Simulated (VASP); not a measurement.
Here is a VASP 6.6.1 calculation.

Contents of INCAR:

```
PREC = Accurate
ENCUT = 520
EDIFF = 1E-6
ISMEAR = 0
SIGMA = 0.01
LREAL = F
LASPH = T
NELM = 100
ALGO = Normal
ISIF = 2
LWAVE = F
LCHARG = F
GGA = PE
NBANDS = 11
```

KPOINTS

```
Automatic mesh
0
Gamma
  6 6 6
```

The input POSCAR:

```
BAs
1.0
    0.0000000000      2.3918676044      2.3918676044
    2.3918676044      0.0000000000      2.3918676044
    2.3918676044      2.3918676044      0.0000000000
B As
1 1
Direct
    0.0000000000      0.0000000000      0.0000000000
    0.2500000000      0.2500000000      0.2500000000
```

Potentials or basis: VASP PAW PBE potentials, release 64 (B, As).

Command:

```bash
$ cat potpaw_PBE.64/B/POTCAR potpaw_PBE.64/As/POTCAR > POTCAR
$ mpirun -np 1 vasp_std > vasp.out
```

Question: What does it give for the pressure?

Answer: 2.8 GPa.

Question: Predict the band gap on the k mesh.

Answer: 1.28 eV, indirect (least direct gap 3.27 eV).

A k mesh can miss the band edges. Expect the measured gap to be larger: semilocal functionals such as PBE lack the derivative discontinuity.
